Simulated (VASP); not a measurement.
A run of VASP 6.6.1 is set up as follows.

File POSCAR:

```
SrTiO3
1.0
    3.8969886762      0.0000000000      0.0000000000
    0.0000000000      3.8969886762      0.0000000000
    0.0000000000      0.0000000000      3.8969886762
Sr Ti O
1 1 3
Direct
    0.0000000000      0.0000000000      0.0000000000
    0.5000000000      0.5000000000      0.5000000000
    0.5000000000      0.5000000000      0.0000000000
    0.5000000000      0.0000000000      0.5000000000
    0.0000000000      0.5000000000      0.5000000000
```

INCAR.step1

```
PREC = Accurate ; ENCUT = 520
ISMEAR = -1 ; SIGMA = 0.03
LREAL = F ; LASPH = T
NELM = 60 ; NBANDS = 28
GGA = PE ; ALGO = Normal
EDIFF = 1E-4 ; LWAVE = T
LCHARG = F
```

Contents of INCAR.step2:

```
PREC = Accurate ; ENCUT = 520
EDIFF = 1E-6 ; ISMEAR = -1
SIGMA = 0.03 ; LREAL = F
LASPH = T ; NELM = 60
ALGO = Normal ; ISIF = 2
LWAVE = F ; LCHARG = F
METAGGA = R2SCAN ; LMIXTAU = T
LUSE_VDW = T ; IVDW_NL = 2
BPARAM = 11.95 ; CPARAM = 0.0093
NBANDS = 28 ; ISTART = 1
```

Contents of KPOINTS:

```
Automatic mesh
0
Gamma
  6 6 6
```

Potentials or basis: VASP PAW PBE potentials, release 64 (Sr_sv, Ti_sv, O).

The run is started by

```console
$ cat potpaw_PBE.64/Sr_sv/POTCAR potpaw_PBE.64/Ti_sv/POTCAR potpaw_PBE.64/O/POTCAR > POTCAR
$ cp INCAR.step1 INCAR
$ mpirun -np 1 vasp_std > vasp.out
$ cp INCAR.step2 INCAR
$ mpirun -np 1 vasp_std > vasp.out
```

Task: Estimate the pressure.

Result: 1.0 GPa.

Task: Estimate the band gap on the k mesh.

Result: 2.28 eV, indirect (least direct gap 2.66 eV).

Caveat: the PAW data sets were made with another functional, which shifts forces and pressure a little. A k mesh can miss the band edges.
